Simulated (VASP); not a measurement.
Write the native input for VASP 6.6.1 that does the following.

```
Task                   : single point
Functional             : PBE
Potentials or basis    : VASP PAW PBE potentials, release 64 (Ni, O)
Cutoff                 : 520 eV
k mesh                 : 11 × 11 × 10
Occupations            : fermi-dirac, width 0.05 eV
Spin                   : collinear spin, ferromagnetic start
Starting moments       : [2.5, 0.0] μB
Dipole correction      : no
Further INCAR settings : ALGO = Normal; EDIFF = 1e-07; NBANDS = 19
```

The structure of NiO lies in POSCAR:

```
NiO
1.0
    2.7830607900      0.0000000000      0.0000000000
   -1.3915303900      2.4102013400      0.0000000000
    0.0000000000      0.0000000000      2.7161294400
Ni O
1 1
Direct
    0.0000000000      0.0000000000      0.0000000000
    0.6666666667      0.3333333333      0.5000000000
```

These files were run (other wordings do the same):

INCAR

```
PREC = Accurate ; ENCUT = 520
EDIFF = 1E-7 ; ISMEAR = -1
SIGMA = 0.05 ; LREAL = False
LASPH = True ; NELM = 150
ALGO = Normal ; ISIF = 2
LWAVE = False ; LCHARG = False
ISPIN = 2 ; MAGMOM = 2.5 0
LORBIT = 11 ; LMAXMIX = 4
GGA = PE ; NBANDS = 19
```

KPOINTS

```
Automatic mesh
0
Gamma
  11 11 10
```

Potentials or basis: VASP PAW PBE potentials, release 64 (Ni, O).

The run is started by

```console
$ cat potpaw_PBE.64/Ni/POTCAR potpaw_PBE.64/O/POTCAR > POTCAR
$ mpirun -np 1 vasp_std > vasp.out
```

It gave:

| Quantity | Value |
| --- | --- |
| Pressure | 4.9 GPa |
| Net moment | 1.84 μB per cell |
| Site moments | Ni +1.39; O +0.40 μB |
| Valence electrons inside the program's atomic spheres | Ni 9.01; O 4.95 |

Caveat: a cell with one magnetic atom can't hold antiferromagnetic order, which such compounds often take.

Run time: 36 s on 1 thread of Intel(R) Xeon(R) Platinum 8559C (Emerald Rapids), with other jobs on the host, peak memory 0.17 GiB.
